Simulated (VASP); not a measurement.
# HgTe (Coloradoite) (F-43m) in VASP: settings compared, part 2 of 2

VASP 6.6.1. Earlier steps stand in the parts before.

## 3. Single point, LDA

This run uses another cell than the first one, of 34.54 Å³/atom, 1.020 times its volume.

INCAR reads:

```
ALGO = Normal ; EDIFF = 1E-6
ENCUT = 520 ; GGA = CA
ISIF = 2 ; ISMEAR = -1
LASPH = T ; LCHARG = T
LELF = T ; LREAL = F
LVHAR = T ; LWAVE = F
NBANDS = 16 ; NELM = 80
PREC = Accurate ; SIGMA = 0.05
```

KPOINTS reads:

```
k-points
0
Gamma
  7 7 7
```

POSCAR reads:

```
HgTe
1.0
    0.0000000000      3.2568009036      3.2568009036
    3.2568009036      0.0000000000      3.2568009036
    3.2568009036      3.2568009036      0.0000000000
Hg Te
1 1
Direct
    0.0000000000      0.0000000000      0.0000000000
    0.7500000000      0.7500000000      0.7500000000
```

Potentials or basis: VASP PAW LDA potentials, release 64 (Hg, Te).

Started as:

```console
> cat potpaw_LDA.64/Hg/POTCAR potpaw_LDA.64/Te/POTCAR > POTCAR
> mpirun -np 1 vasp_std > vasp.out
```

OUTCAR:

```text
EDIFF = 1E-6
   ENCUT = 520
   GGA = CA
   ISIF = 2
   ISMEAR = -1
   LASPH = T
   LREAL = F
   NELM = 80
   PREC = Accurate

 ion  position               nearest neighbor table
   1  0.000  0.000  0.000-   2 2.82   2 2.82   2 2.82   2 2.82
   2  0.750  0.750  0.750-   1 2.82   1 2.82   1 2.82   1 2.82

  LATTYP: Found a face centered cubic cell.
 ALAT       =     6.5136018072

  Lattice vectors:

 A1 = (   0.0000000000,   3.2568009036,   3.2568009036)
 A2 = (   3.2568009036,   0.0000000000,   3.2568009036)
 A3 = (   3.2568009036,   3.2568009036,   0.0000000000)

Analysis of symmetry for initial positions (statically):
=====================================================================
 Subroutine PRICEL returns:
 Original cell was already a primitive cell.

 Routine SETGRP: Setting up the symmetry group for a
 face centered cubic supercell.

 Subroutine GETGRP returns: Found 24 space group operations
 (whereof 24 operations were pure point group operations)
 out of a pool of 48 trial point group operations.
[... 154 lines left out ...]
  free energy    TOTEN  =        -5.02483747 eV

  energy without entropy =       -5.02411220  energy(sigma->0) =       -5.02447483

 E-fermi :   2.7034     XC(G=0):  -8.9992

 val. band max:        2.6607352927   @ k =   0.0000   0.0000   0.0000
 cond. band min:       3.2779666709   @ k =   0.4286   0.0000   0.0000
 fundamental gap:      0.6172313782
 Fermi energy:         2.7033995862

 k-point     1 :       0.0000    0.0000    0.0000
  band No.  band energies     occupation
      1      -9.2173      2.00000
      2      -4.5832      2.00000
      3      -4.5832      2.00000
      4      -4.5832      2.00000
      5      -4.0781      2.00000
      6      -4.0781      2.00000
[... 357 lines left out ...]
      3      -4.3357      2.00000
      4      -4.1432      2.00000
      5      -4.0891      2.00000
      6      -3.5582      2.00000
[... 8 lines left out ...]
     15      12.5832      0.00000
     16      14.2282      0.00000

------------------------ aborting loop because EDIFF is reached ----------------------------------------

  FORCE on cell =-STRESS in cart. coord.  units (eV):
  Direction    XX          YY          ZZ          XY          YZ          ZX
  --------------------------------------------------------------------------------------
  -------------------------------------------------------------------------------------
  Total       -0.5699734     -0.5699734     -0.5699734     -0.0000000     -0.0000000     -0.0000000
  in kB      -13.2178712    -13.2178712    -13.2178712     -0.0000000     -0.0000000     -0.0000000
  external PRESSURE =     -13.2178712 kB  Pullay stress =       0.0000000 kB

 VOLUME and BASIS-vectors are now :
 -----------------------------------------------------------------------------
  energy-cutoff  :      520.00
  volume of cell :       69.09
      direct lattice vectors                 reciprocal lattice vectors
     0.000000000  3.256800904  3.256800904    -0.153524890  0.153524890  0.153524890
     3.256800904  0.000000000  3.256800904     0.153524890 -0.153524890  0.153524890
     3.256800904  3.256800904  0.000000000     0.153524890  0.153524890 -0.153524890

 POSITION                                       TOTAL-FORCE (eV/Angst)
 -----------------------------------------------------------------------------------
      0.00000      0.00000      0.00000        -0.000000     -0.000000     -0.000000
      4.88520      4.88520      4.88520         0.000000      0.000000      0.000000
 -----------------------------------------------------------------------------------
    total drift:                                0.000000      0.000000      0.000000

  FREE ENERGIE OF THE ION-ELECTRON SYSTEM (eV)
  ---------------------------------------------------
  free  energy   TOTEN  =        -5.0248374679 eV

  energy  without entropy=       -5.0241122002  energy(sigma->0) =       -5.02447483
```

OSZICAR:

```text
N       E                     dE             d eps       ncg     rms          rms(c)
DAV:   1     0.103721976539E+03    0.10372E+03   -0.79361E+03   640   0.966E+02
DAV:   2    -0.150646687990E+01   -0.10523E+03   -0.97447E+02   728   0.228E+02
DAV:   3    -0.521312939018E+01   -0.37067E+01   -0.36967E+01   768   0.439E+01
DAV:   4    -0.524992437129E+01   -0.36795E-01   -0.36791E-01   984   0.398E+00
DAV:   5    -0.525000495045E+01   -0.80579E-04   -0.80579E-04   840   0.181E-01    0.727E+00
DAV:   6    -0.504109503313E+01    0.20891E+00   -0.39555E-01   776   0.855E+00    0.581E+00
DAV:   7    -0.502782584696E+01    0.13269E-01   -0.86414E-02   776   0.203E+00    0.212E+00
DAV:   8    -0.502518304181E+01    0.26428E-02   -0.94081E-03   728   0.113E+00    0.495E-01
DAV:   9    -0.502484066938E+01    0.34237E-03   -0.65830E-04   800   0.280E-01    0.104E-01
DAV:  10    -0.502483644211E+01    0.42273E-05   -0.64350E-05   824   0.717E-02    0.485E-02
DAV:  11    -0.502483819736E+01   -0.17552E-05   -0.11633E-05   832   0.272E-02    0.194E-02
DAV:  12    -0.502483746793E+01    0.72943E-06   -0.18792E-06   688   0.990E-03
   1 F= -.50248375E+01 E0= -.50244748E+01  d E =-.725268E-03
```

stdout:

```text
POSCAR found type information on POSCAR HgTe
 POSCAR found :  2 types and       2 ions
 scaLAPACK will be used
 LDA part: xc-table for (Slater(with rela. corr.)+CA(PZ))
 , standard interpolation
 POSCAR, INCAR and KPOINTS ok, starting setup
 FFT: planning ... GRIDC
 FFT: planning ... GRID_SOFT
 FFT: planning ... GRID
 WAVECAR not read
 entering main loop
```

Wall time 56 s (1 thread of AMD EPYC 7R13, shared host); peak memory 0.15 GiB.

Results:

| Quantity | Value |
| --- | --- |
| Free energy | -5.0248 eV |
| Pressure | -1.3 GPa |
| Band gap on the k mesh | zero (filled and empty bands touch) |

Caveat: spin-orbit coupling is left out, which moves the levels of the heavy elements.

## 4. Single point, RPBE+D4

INCAR reads:

```
PREC     = Accurate       # precision mode
ENCUT    = 520            # plane-wave cutoff, eV
EDIFF    = 1E-6           # SCF threshold, eV
ISMEAR   = -1             # smearing method
SIGMA    = 0.05           # smearing width, eV
LREAL    = F              # projectors in reciprocal space
LASPH    = T              # aspherical terms in the spheres
NELM     = 80             # most SCF steps
ALGO     = Normal         # electronic algorithm
ISIF     = 2              # what is computed and relaxed
LWAVE    = F              # write WAVECAR
LCHARG   = T              # write CHGCAR
GGA      = RP             # functional
IVDW     = 13             # dispersion correction
LELF     = T              # ELF
LVHAR    = T            
NBANDS   = 16             # bands
```

KPOINTS reads:

```
regular mesh
0
Gamma
  7 7 7
```

POSCAR reads:

```
HgTe
1.0
    0.0000000000      3.2357886999      3.2357886999
    3.2357886999      0.0000000000      3.2357886999
    3.2357886999      3.2357886999      0.0000000000
Hg Te
1 1
Direct
    0.0000000000      0.0000000000      0.0000000000
    0.7500000000      0.7500000000      0.7500000000
```

Potentials or basis: VASP PAW PBE potentials, release 64 (Hg, Te).

Started as:

```console
> cat potpaw_PBE.64/Hg/POTCAR potpaw_PBE.64/Te/POTCAR > POTCAR
> mpirun -np 1 vasp_std > vasp.out
```

It took 62 s on 1 thread of AMD EPYC 7R13, shared host; peak memory 0.18 GiB.

It converged, with:

* Free energy: -4.1718 eV
* Pressure: 1.4 GPa
* Band gap on the k mesh: zero (filled and empty bands touch)
* Dispersion energy per atom: -0.671 eV

Levels at points of the mesh, in eV from the Fermi level:
| k point | band 5 | band 6 | band 7 | band 8 | band 9 | band 10 | band 11 | band 12 | band 13 | band 14 |
| --- | --- | --- | --- | --- | --- | --- | --- | --- | --- | --- |
| (0.00, 0.00, 0.00) | -6.86 | -6.86 | -0.68 | -0.04 | -0.04 | -0.04 | 4.24 | 4.24 | 4.24 | 6.71 |

Caveat: the PAW data sets were made with another functional, which shifts forces and pressure a little; spin-orbit coupling is left out, which moves the levels of the heavy elements; pairwise dispersion overbinds metals, which lowers pressure and volume.

## 5. Single point, RPBE+D4

This run uses another cell than the first one, of 34.54 Å³/atom, 1.020 times its volume.

INCAR reads:

```
SYSTEM = HgTe
PREC     = Accurate       ! precision mode
ENCUT    = 520            ! plane-wave cutoff, eV
EDIFF    = 1E-6           ! SCF threshold, eV
ISMEAR   = -1             ! smearing method
SIGMA    = 0.05           ! smearing width, eV
LREAL    = .False.        ! projectors in reciprocal space
LASPH    = .True.         ! aspherical terms in the spheres
NELM     = 60             ! most SCF steps
ALGO     = Normal         ! electronic algorithm
ISIF     = 2              ! what is computed and relaxed
LWAVE    = .False.        ! write WAVECAR
LCHARG   = .True.         ! write CHGCAR
GGA      = RP             ! functional
IVDW     = 13             ! dispersion correction
LELF     = .True.         ! ELF
LVHAR    = .True.       
NBANDS   = 16             ! bands
```

KPOINTS reads:

```
regular mesh
0
Gamma
  7 7 7
  0 0 0
```

POSCAR reads:

```
HgTe
1.0
    0.0000000000      3.2568009036      3.2568009036
    3.2568009036      0.0000000000      3.2568009036
    3.2568009036      3.2568009036      0.0000000000
Hg Te
1 1
Direct
    0.0000000000      0.0000000000      0.0000000000
    0.7500000000      0.7500000000      0.7500000000
```

Potentials or basis: VASP PAW PBE potentials, release 64 (Hg, Te).

Started as:

```console
> cat potpaw_PBE.64/Hg/POTCAR potpaw_PBE.64/Te/POTCAR > POTCAR
> mpirun -np 1 vasp_std > vasp.out
```

OUTCAR:

```text
SYSTEM = HgTe
   PREC = Accurate
   ENCUT = 520
   EDIFF = 1E-6
   ISMEAR = -1
   LREAL = .False.
   LASPH = .True.
   NELM = 60
   ISIF = 2
   GGA = RP
   IVDW = 13

 ion  position               nearest neighbor table
   1  0.000  0.000  0.000-   2 2.82   2 2.82   2 2.82   2 2.82
   2  0.750  0.750  0.750-   1 2.82   1 2.82   1 2.82   1 2.82

  LATTYP: Found a face centered cubic cell.
 ALAT       =     6.5136018072

  Lattice vectors:

 A1 = (   0.0000000000,   3.2568009036,   3.2568009036)
 A2 = (   3.2568009036,   0.0000000000,   3.2568009036)
 A3 = (   3.2568009036,   3.2568009036,   0.0000000000)

[... 557 lines left out ...]

  DFT-D4 for vdW energy calculation

  Edisp (eV):   -1.31050

  FORCE on cell =-STRESS in cart. coord.  units (eV):
  Direction    XX          YY          ZZ          XY          YZ          ZX
  --------------------------------------------------------------------------------------
  -------------------------------------------------------------------------------------
  Total       0.24760     0.24760     0.24760    -0.00000     0.00000    -0.00000
  in kB       5.74186     5.74186     5.74186    -0.00000     0.00000    -0.00000
  external pressure =        5.74 kB  Pullay stress =        0.00 kB

 VOLUME and BASIS-vectors are now :
 -----------------------------------------------------------------------------
  energy-cutoff  :      520.00
  volume of cell :       69.09
      direct lattice vectors                 reciprocal lattice vectors
     0.000000000  3.256800904  3.256800904    -0.153524890  0.153524890  0.153524890
     3.256800904  0.000000000  3.256800904     0.153524890 -0.153524890  0.153524890
     3.256800904  3.256800904  0.000000000     0.153524890  0.153524890 -0.153524890

 POSITION                                       TOTAL-FORCE (eV/Angst)
 -----------------------------------------------------------------------------------
      0.00000      0.00000      0.00000        -0.000000     -0.000000     -0.000000
      4.88520      4.88520      4.88520         0.000000      0.000000      0.000000
 -----------------------------------------------------------------------------------
    total drift:                                0.000000      0.000000      0.000000

  FREE ENERGIE OF THE ION-ELECTRON SYSTEM (eV)
  ---------------------------------------------------
  free  energy   TOTEN  =        -4.1804121327 eV

  energy  without entropy=       -4.1796764041  energy(sigma->0) =       -4.18004427
```

stdout:

```text
POSCAR found type information on POSCAR HgTe
 POSCAR found :  2 types and       2 ions
 scaLAPACK will be used
 -----------------------------------------------------------------------------
|                                                                             |
|                                                                             |
|     You enforced a specific xc type in the INCAR file but a different       |
|     I HOPE YOU KNOW WHAT YOU ARE DOING!                                     |
|                                                                             |
 -----------------------------------------------------------------------------

 LDA part: xc-table for (Slater+PW92), standard interpolation
 POSCAR, INCAR and KPOINTS ok, starting setup
 FFT: planning ... GRIDC
 FFT: planning ... GRID_SOFT
 FFT: planning ... GRID
 WAVECAR not read
 entering main loop
```

Run time: 61 s. Hardware: 1 thread of AMD EPYC 7R13, shared host; peak memory 0.18 GiB.

Results:

```
Free energy                : -4.1804 eV
Pressure                   : 0.6 GPa
Band gap on the k mesh     : zero (filled and empty bands touch)
Dispersion energy per atom : -0.655 eV
```

Levels at points of the mesh, in eV from the Fermi level:
| k point | band 6 | band 7 | band 8 | band 9 | band 10 | band 11 | band 12 | band 13 |
| --- | --- | --- | --- | --- | --- | --- | --- | --- |
| (0.00, 0.00, 0.00) | -6.77 | -0.73 | -0.04 | -0.04 | -0.04 | 4.28 | 4.28 | 4.28 |

Caveat: the PAW data sets were made with another functional, which shifts forces and pressure a little; spin-orbit coupling is left out, which moves the levels of the heavy elements; pairwise dispersion overbinds metals, which lowers pressure and volume.

## 6. Summary

```tsv
level	potentials or basis	cell	gap on the mesh (eV)	pressure (GPa)
LDA	VASP PAW LDA potentials, release 64 (Hg, Te)	a = 4.576 Å, angles 60.0°, 2 atoms	none	-0.5
LDA	VASP PAW LDA potentials, release 64 (Hg, Te)	a = 4.606 Å, angles 60.0°, 2 atoms	none	-1.3
RPBE+D4	VASP PAW PBE potentials, release 64 (Hg, Te)	a = 4.576 Å, angles 60.0°, 2 atoms	none	1.4
RPBE+D4	VASP PAW PBE potentials, release 64 (Hg, Te)	a = 4.606 Å, angles 60.0°, 2 atoms	none	0.6
```

Alike in all rows: task single point; no spin polarisation; k mesh 7 × 7 × 7; cutoff (eV) 520; smearing fermi-dirac 0.05 eV.

Caveats: spin-orbit coupling is left out, which moves the levels of the heavy elements; the PAW data sets were made with another functional, which shifts forces and pressure a little (some runs); pairwise dispersion overbinds metals, which lowers pressure and volume (some runs).

Total energies depend on the potentials used, so only differences within one code and one set of settings carry meaning.
